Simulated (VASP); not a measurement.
# NaF (l.bB) (Fm-3m) in VASP: a series of runs

The runs below take NaF (l.bB) through single point, relaxation of cell and atoms, with LDA.

All numbers are computed with VASP 6.6.1; they aren't measurements. Logs are shortened: lines on timing, memory, paths and dates and some standing lists are left out, and cuts for length are marked.

### 1 The cell of the first run

Symmetry: Fm-3m, No. 225, cubic system. The conventional cell has a = 4.502 Å, b = 4.502 Å, c = 4.502 Å, α = 90.00°, β = 90.00°, γ = 90.00°. Na (site symmetry m-3m) has 6 F at 2.25 Å within 3.0 Å. F (site symmetry m-3m) has 6 Na at 2.25 Å within 3.0 Å.

### 2 Single point, LDA

File INCAR:

```
PREC     = Accurate       # precision mode
ENCUT    = 600            # plane-wave cutoff, eV
EDIFF    = 1E-6           # SCF threshold, eV
ISMEAR   = 0              # smearing method
SIGMA    = 0.02           # smearing width, eV
LREAL    = False          # projectors in reciprocal space
LASPH    = True           # aspherical terms in the spheres
NELM     = 120            # most SCF steps
ALGO     = Normal         # electronic algorithm
ISIF     = 2              # what is computed and relaxed
LWAVE    = False          # write WAVECAR
LCHARG   = True           # write CHGCAR
LELF     = True           # ELF
LVHAR    = True         
NBANDS   = 14             # bands
GGA_COMPAT= False
```

File KPOINTS:

```
Automatic mesh
0
Gamma
  10 10 10
```

File POSCAR:

```
NaF
1.0
    0.0000000000      2.2511321385      2.2511321385
    2.2511321385      0.0000000000      2.2511321385
    2.2511321385      2.2511321385      0.0000000000
Na F
1 1
Direct
    0.0000000000      0.0000000000      0.0000000000
    0.5000000000      0.5000000000      0.5000000000
```

Potentials or basis: VASP PAW LDA potentials, release 64 (Na_pv, F).

Launch:

```sh
> cat potpaw_LDA.64/Na_pv/POTCAR potpaw_LDA.64/F/POTCAR > POTCAR
> mpirun -np 1 vasp_std > vasp.out
```

OUTCAR:

```text
PREC = Accurate
   ENCUT = 600
   EDIFF = 1E-6
   ISMEAR = 0
   LREAL = False
   LASPH = True
   NELM = 120
   ISIF = 2

 ion  position               nearest neighbor table
   1  0.000  0.000  0.000-   2 2.25   2 2.25   2 2.25   2 2.25   2 2.25   2 2.25
   2  0.500  0.500  0.500-   1 2.25   1 2.25   1 2.25   1 2.25   1 2.25   1 2.25

  LATTYP: Found a face centered cubic cell.
 ALAT       =     4.5022642770

  Lattice vectors:

 A1 = (   0.0000000000,   2.2511321385,   2.2511321385)
 A2 = (   2.2511321385,   0.0000000000,   2.2511321385)
 A3 = (   2.2511321385,   2.2511321385,   0.0000000000)

Analysis of symmetry for initial positions (statically):
=====================================================================
 Subroutine PRICEL returns:
 Original cell was already a primitive cell.

 Routine SETGRP: Setting up the symmetry group for a
 face centered cubic supercell.

 Subroutine GETGRP returns: Found 48 space group operations
 (whereof 48 operations were pure point group operations)
 out of a pool of 48 trial point group operations.

The static configuration has the point symmetry O_h .

Analysis of symmetry for dynamics (positions and initial velocities):
=====================================================================
 Subroutine PRICEL returns:
 Original cell was already a primitive cell.

 Routine SETGRP: Setting up the symmetry group for a
 face centered cubic supercell.

 Subroutine GETGRP returns: Found 48 space group operations
 (whereof 48 operations were pure point group operations)
 out of a pool of 48 trial point group operations.

The dynamic configuration has the point symmetry O_h .

 Subroutine INISYM returns: Found 48 space group operations
 (whereof 48 operations are pure point group operations),
 and found     1 'primitive' translations

----------------------------------------------------------------------------------------

                                     Primitive cell

  volume of cell :      22.8157

  direct lattice vectors                    reciprocal lattice vectors
     0.000000000  2.251132139  2.251132139    -0.222110462  0.222110462  0.222110462
     2.251132139  0.000000000  2.251132139     0.222110462 -0.222110462  0.222110462
     2.251132139  2.251132139  0.000000000     0.222110462  0.222110462 -0.222110462

  length of vectors
     3.183581601  3.183581601  3.183581601     0.384706606  0.384706606  0.384706606

  position of ions in fractional coordinates (direct lattice)
     0.000000000  0.000000000  0.000000000
     0.500000000  0.500000000  0.500000000

  ion indices of the primitive-cell ions
   primitive index   ion index
                 1           1
                 2           2

----------------------------------------------------------------------------------------

 KPOINTS: Automatic mesh

Automatic generation of k-mesh.
 Grid dimensions read from file:
 generate k-points for:   10   10   10

 Generating k-lattice:

  Cartesian coordinates                     Fractional coordinates (reciprocal lattice)
    -0.022211046  0.022211046  0.022211046     0.100000000  0.000000000  0.000000000
     0.022211046 -0.022211046  0.022211046     0.000000000  0.100000000  0.000000000
     0.022211046  0.022211046 -0.022211046     0.000000000  0.000000000  0.100000000

  Length of vectors
     0.038470661  0.038470661  0.038470661

  Shift w.r.t. Gamma in fractional coordinates (k-lattice)
     0.000000000  0.000000000  0.000000000

 Subroutine IBZKPT returns following result:
 ===========================================

 Found     47 irreducible k-points:

 Following reciprocal coordinates:
            Coordinates               Weight
  0.000000  0.000000  0.000000      1.000000
  0.100000  0.000000  0.000000      8.000000
  0.200000  0.000000  0.000000      8.000000
  0.300000  0.000000  0.000000      8.000000
  0.400000  0.000000  0.000000      8.000000
  0.500000  0.000000  0.000000      4.000000
[... 16 lines left out ...]
  0.300000  0.300000  0.000000      6.000000
  0.400000  0.300000  0.000000     24.000000
 [... further k-points ...]
   k-points           NKPTS =     47   k-points in BZ     NKDIM =     47   number of bands    NBANDS=     14
   number of dos      NEDOS =    301   number of ions     NIONS =      2
   total plane-waves  NPLWV =  21952
   dimension x,y,z NGX =    28 NGY =   28 NGZ =   28
   dimension x,y,z NGXF=    56 NGYF=   56 NGZF=   56
   ions per type =               1   1
   NGX,Y,Z   is equivalent  to a cutoff of  14.62, 14.62, 14.62 a.u.
   NGXF,Y,Z  is equivalent  to a cutoff of  29.24, 29.24, 29.24 a.u.
 SYSTEM =  unknown system
   PREC   = accura    normal or accurate (medium, high low for compatibility)
   ISTART =      0    job   : 0-new  1-cont  2-samecut
   ICHARG =      2    charge: 1-file 2-atom 10-const
   ISPIN  =      1    spin polarized calculation?
   LNONCOLLINEAR =      F non collinear calculations
   LSORBIT =      F    spin-orbit coupling
   LASPH  =      T    aspherical Exc in radial PAW
   ENCUT  =  600.0 eV  44.10 Ry    6.64 a.u.   6.36  6.36  6.36*2*pi/ulx,y,z
   NELM   =    120;   NELMIN=  2; NELMDL= -5     # of ELM steps
   EDIFF  = 0.1E-05   stopping-criterion for ELM
   LREAL  =      F    real-space projection
   EDIFFG = 0.1E-04   stopping-criterion for IOM
   NSW    =      0    number of steps for IOM
   IBRION =     -1    ionic relax: 0-MD 1-quasi-New 2-CG
   NFREE  =      0    steps in history (QN), initial steepest desc. (CG)
   ISIF   =      2    stress and relaxation
   ISYM   =      2    0-nonsym 1-usesym 2-fastsym
   POTIM  = 0.5000    time-step for ionic-motion
   TEBEG  =    0.0;   TEEND  =   0.0 temperature during run
   PSTRESS=    0.0 pullay stress
   NELECT =      14.0000    total number of electrons
   NUPDOWN=      -1.0000    fix difference up-down
   EMIN   =  10.00;   EMAX   =-10.00  energy-range for DOS
   EFERMI =   0.00;   METHOD = LEGACY
   ISMEAR =     0;   SIGMA  =   0.02  broadening in eV -4-tet -1-fermi 0-gaus
   EFERMI_NEDOS =   21; number of points for ismear=-14 and -15
   IALGO  =     38    algorithm
   IMIX   =      4    mixing-type and parameters
     AMIX     =   0.40;   BMIX     =  1.00
     AMIX_MAG =   1.60;   BMIX_MAG =  1.00
  volume/ion in A,a.u.               =      11.41        76.98
  Fermi-wavevector in a.u.,A,eV,Ry     =   1.391148  2.628888 26.331239  1.935291
  Thomas-Fermi vector in A             =   2.515014
   LORBIT       =      0    0 simple, 1 ext, 2 COOP (PROOUT), +10 PAW based schemes
   GGA     = CA    functional components
   LHFCALC =     F    Hartree Fock is set to
   AEXX    =    0.0000 exact exchange contribution
   IVDW    =     0    specifies the selected vdW correction
   LEPSILON=     F    determine dielectric tensor
   LRPA    =     F    only Hartree local field effects (RPA)
 non-spin polarized calculation
 Gauss-broadening in eV      SIGMA  =   0.02
  energy-cutoff  :      600.00
  volume of cell :       22.82
 maximum number of plane-waves:       778
 NGX is ok and might be reduce to    28
   NGX = 13   NGY = 13   NGZ = 13

 number of electron      14.0000003 magnetization

 Free energy of the ion-electron system (eV)
  ---------------------------------------------------
  ext. energy  EPLUGINS =         0.00000000
  ---------------------------------------------------
  free energy    TOTEN  =        -9.33448791 eV

  energy without entropy =       -9.33448791  energy(sigma->0) =       -9.33448791

 E-fermi :  -2.0291     XC(G=0): -10.3854

 val. band max:       -2.1126825711   @ k =   0.0000   0.0000   0.0000
 cond. band min:       4.3267027105   @ k =   0.0000   0.0000   0.0000
 fundamental gap:      6.4393852816
 Fermi energy:        -2.0291499963

 k-point     1 :       0.0000    0.0000    0.0000
  band No.  band energies     occupation
      1     -21.0358      2.00000
      2     -20.6308      2.00000
      3     -20.6308      2.00000
      4     -20.6308      2.00000
      5      -2.1127      2.00000
      6      -2.1127      2.00000
      7      -2.1127      2.00000
      8       4.3267      0.00000
      9      17.0212      0.00000
     10      17.0212      0.00000
     11      17.0212      0.00000
     12      20.0187      0.00000
     13      22.3472      0.00000
     14      22.3472      0.00000

 k-point     2 :       0.1000    0.0000    0.0000
  band No.  band energies     occupation
      1     -21.1914      2.00000
      2     -20.6323      2.00000
      3     -20.6323      2.00000
      4     -20.4571      2.00000
      5      -2.3457      2.00000
      6      -2.1436      2.00000
      7      -2.1436      2.00000
      8       4.7129      0.00000
      9      15.6986      0.00000
     10      17.2017      0.00000
     11      17.2017      0.00000
     12      21.5811      0.00000
     13      21.9879      0.00000
     14      21.9879      0.00000

 k-point     3 :       0.2000    0.0000    0.0000
  band No.  band energies     occupation
      1     -21.4187      2.00000
      2     -20.6363      2.00000
      3     -20.6363      2.00000
      4     -20.1819      2.00000
      5      -2.8782      2.00000
      6      -2.2240      2.00000
      7      -2.2240      2.00000
      8       5.6892      0.00000
      9      13.9215      0.00000
     10      17.6667      0.00000
     11      17.6667      0.00000
     12      21.4006      0.00000
     13      21.4006      0.00000
     14      23.0780      0.00000
[... 324 lines left out ...]
 k-point    23 :       0.3000    0.3000    0.0000
  band No.  band energies     occupation
      1     -21.3416      2.00000
      2     -20.6801      2.00000
      3     -20.6801      2.00000
      4     -20.1833      2.00000
      5      -3.3593      2.00000
      6      -2.4295      2.00000
      7      -2.4295      2.00000
      8       7.7609      0.00000
      9      12.1548      0.00000
     10      16.2720      0.00000
     11      17.9386      0.00000
     12      17.9386      0.00000
     13      24.6847      0.00000
     14      24.7429      0.00000

 k-point    24 :       0.4000    0.3000    0.0000
  band No.  band energies     occupation
      1     -21.3061      2.00000
      2     -20.6992      2.00000
      3     -20.6876      2.00000
      4     -20.1979      2.00000
      5      -3.4820      2.00000
      6      -2.5566      2.00000
      7      -2.4903      2.00000
      8       8.7884      0.00000
      9      11.6265      0.00000
     10      15.1190      0.00000
     11      18.0838      0.00000
     12      18.1291      0.00000
     13      24.4001      0.00000
     14      25.1746      0.00000

 [... further k-points ...]
[... 5 lines left out ...]
  --------------------------------------------------------------------------------------
  -------------------------------------------------------------------------------------
  Total       -0.0197560     -0.0197560     -0.0197560      0.0000000      0.0000000      0.0000000
  in kB       -1.3873175     -1.3873175     -1.3873175      0.0000000      0.0000000      0.0000000
  external PRESSURE =      -1.3873175 kB  Pullay stress =       0.0000000 kB

 VOLUME and BASIS-vectors are now :
 -----------------------------------------------------------------------------
  energy-cutoff  :      600.00
  volume of cell :       22.82
      direct lattice vectors                 reciprocal lattice vectors
     0.000000000  2.251132139  2.251132139    -0.222110462  0.222110462  0.222110462
     2.251132139  0.000000000  2.251132139     0.222110462 -0.222110462  0.222110462
     2.251132139  2.251132139  0.000000000     0.222110462  0.222110462 -0.222110462

 POSITION                                       TOTAL-FORCE (eV/Angst)
 -----------------------------------------------------------------------------------
      0.00000      0.00000      0.00000         0.000000     -0.000000      0.000000
      2.25113      2.25113      2.25113        -0.000000      0.000000     -0.000000
 -----------------------------------------------------------------------------------
    total drift:                                0.000000      0.000000      0.000000

  FREE ENERGIE OF THE ION-ELECTRON SYSTEM (eV)
  ---------------------------------------------------
  free  energy   TOTEN  =        -9.3344879135 eV

  energy  without entropy=       -9.3344879135  energy(sigma->0) =       -9.33448791
```

It took 7.5 s on 1 thread of Intel Xeon 6975P-C (Granite Rapids), shared host; peak memory 0.14 GiB.

What came out:

| Quantity | Value |
| --- | --- |
| Free energy | -9.3345 eV |
| Pressure | -0.1 GPa |
| Band gap on the k mesh | 6.44 eV, direct |

A k mesh can miss the band edges.

### 3 Relaxation of cell and atoms, LDA

This run uses another cell than the first one, of 12.41 Å³/atom, 1.088 times its volume.

File INCAR:

```
SYSTEM = NaF
ALGO = Normal
EDIFF = 1E-7
EDIFFG = -0.002
ENCUT = 600
GGA = CA
GGA_COMPAT = .False.
IBRION = 2
ISIF = 3
ISMEAR = 0
LASPH = .True.
LCHARG = .False.
LREAL = .False.
LWAVE = .False.
NELM = 120
NELMIN = 4
NSW = 100
PREC = Accurate
SIGMA = 0.02
```

File KPOINTS:

```
k-points
0
Gamma
  8 8 8
  0 0 0
```

File POSCAR:

```
NaF
1.0
    0.0000000000      2.3150000000      2.3150000000
    2.3150000000      0.0000000000      2.3150000000
    2.3150000000      2.3150000000      0.0000000000
Na F
1 1
Direct
    0.0000000000      0.0000000000      0.0000000000
    0.5000000000      0.5000000000      0.5000000000
```

Potentials or basis: VASP PAW LDA potentials, release 64 (Na_pv, F).

Launch:

```sh
> cat potpaw_LDA.64/Na_pv/POTCAR potpaw_LDA.64/F/POTCAR > POTCAR
> mpirun -np 1 vasp_std > vasp.out
```

Run time: 12 s. Hardware: 1 thread of Intel Xeon 6975P-C (Granite Rapids), shared host; peak memory 0.14 GiB.

Results (log left out):

| Item | Value |
| --- | --- |
| Free energy | -9.3398 eV |
| Relaxed volume | 11.37 Å³/atom |
| Relaxed cell | a = 3.180 Å, b = 3.180 Å, c = 3.180 Å, α = 60.00°, β = 60.00°, γ = 60.00° |
| Space group after relaxing (to 0.05 Å) | Fm-3m (No. 225) |
| Energy gained by relaxing | 15.5 meV/atom |
| Ionic steps | 4 |
| Pressure after relaxing | 0.0 GPa |
| Band gap on the k mesh | 6.46 eV, direct |

The path:
```tsv
step	energy change (eV)	largest force (eV/Å)	pressure (GPa)	volume (Å³)
1	0.0000	0.0000	-4.42	24.81
2	-0.0251	0.0000	-2.14	23.61
3	-0.0311	0.0000	-0.12	22.78
4	-0.0311	0.0000	0.02	22.73
```

Final structure:
```yaml
crystal:
  lattice:
    - [0.00000, 2.24846, 2.24846]
    - [2.24846, 0.00000, 2.24846]
    - [2.24846, 2.24846, 0.00000]
  atoms:
    - { symbol: Na, position: [0.00000, 0.00000, 0.00000] }
    - { symbol: F, position: [0.50000, 0.50000, 0.50000] }
```

Levels at points of the mesh, in eV from the valence-band top:
```
           k point  band 4  band 5  band 6  band 7  band 8  band 9  band 10  band 11
(0.00, 0.00, 0.00)  -18.51    0.00    0.00    0.00    6.46   19.16    19.16    19.16
(0.50, 0.00, 0.00)  -17.59   -1.87   -0.32   -0.32   10.94   12.87    20.65    20.65
(0.50, 0.50, 0.00)  -18.58   -1.47   -0.46   -0.46   13.12   13.50    14.15    20.51
```

### 4 Relaxation of cell and atoms, LDA

File INCAR:

```
PREC = Accurate
ENCUT = 600
EDIFF = 1E-7
ISMEAR = 0
SIGMA = 0.02
LREAL = F
LASPH = T
NELM = 120
ALGO = Normal
ISIF = 3
LWAVE = F
LCHARG = F
GGA = CA
IBRION = 2
NSW = 100
EDIFFG = -0.002
GGA_COMPAT = F
NELMIN = 4
```

File KPOINTS:

```
regular mesh
0
Gamma
  10 10 10
```

File POSCAR:

```
NaF
1.0
    0.0000000000      2.2511321385      2.2511321385
    2.2511321385      0.0000000000      2.2511321385
    2.2511321385      2.2511321385      0.0000000000
Na F
1 1
Direct
    0.0000000000      0.0000000000      0.0000000000
    0.5000000000      0.5000000000      0.5000000000
```

Launch:

```sh
> cat potpaw_LDA.64/Na_pv/POTCAR potpaw_LDA.64/F/POTCAR > POTCAR
> mpirun -np 1 vasp_std > vasp.out
```

Wall time 8.9 s (1 thread of Intel Xeon 6975P-C (Granite Rapids), shared host); peak memory 0.13 GiB.

The run converged. Its results:

- Free energy: -9.3345 eV
- Relaxed volume: 11.39 Å³/atom
- Relaxed cell: a = 3.182 Å, b = 3.182 Å, c = 3.182 Å, α = 60.00°, β = 60.00°, γ = 60.00°
- Space group after relaxing (to 0.05 Å): Fm-3m (No. 225)
- Energy gained by relaxing: 0.0 meV/atom
- Ionic steps: 2
- Pressure after relaxing: 0.0 GPa
- Band gap on the k mesh: 6.45 eV, direct

Final structure:
```cif
data_structure
_symmetry_space_group_name_H-M 'P 1'
_symmetry_Int_Tables_number 1
_cell_length_a 3.1822
_cell_length_b 3.1822
_cell_length_c 3.1822
_cell_angle_alpha 60.000
_cell_angle_beta 60.000
_cell_angle_gamma 60.000
_cell_volume 22.79
loop_
_atom_site_label
_atom_site_type_symbol
_atom_site_fract_x
_atom_site_fract_y
_atom_site_fract_z
_atom_site_occupancy
Na1 Na 0.00000 0.00000 0.00000 1
F1 F 0.50000 0.50000 0.50000 1
```

Levels at points of the mesh, in eV from the valence-band top:
| k point | band 4 | band 5 | band 6 | band 7 | band 8 | band 9 | band 10 | band 11 |
| --- | --- | --- | --- | --- | --- | --- | --- | --- |
| (0.00, 0.00, 0.00) | -18.51 | 0.00 | 0.00 | 0.00 | 6.45 | 19.14 | 19.14 | 19.14 |
| (0.50, 0.00, 0.00) | -17.60 | -1.87 | -0.32 | -0.32 | 10.93 | 12.85 | 20.62 | 20.62 |
| (0.50, 0.50, 0.00) | -18.58 | -1.47 | -0.46 | -0.46 | 13.11 | 13.48 | 14.12 | 20.47 |

### 5 Summary

| task | cell | k mesh | gap on the mesh (eV) | pressure (GPa) | relaxed volume (Å³/atom) |
| --- | --- | --- | --- | --- | --- |
| single point | a = 3.184 Å, angles 60.0°, 2 atoms | 10 × 10 × 10 | 6.44 | -0.1 | - |
| relaxation of cell and atoms | relaxed from a = 3.274 Å, angles 60.0°, 2 atoms | 8 × 8 × 8 | 6.46 | 0.0 | 11.37 |
| relaxation of cell and atoms | relaxed from a = 3.184 Å, angles 60.0°, 2 atoms | 10 × 10 × 10 | 6.45 | 0.0 | 11.39 |

Alike in all rows: level LDA; potentials or basis VASP PAW LDA potentials, release 64 (Na_pv, F); no spin polarisation; cutoff (eV) 600; smearing gaussian 0.02 eV.

Absolute energies hang on the potentials; compare differences alone.
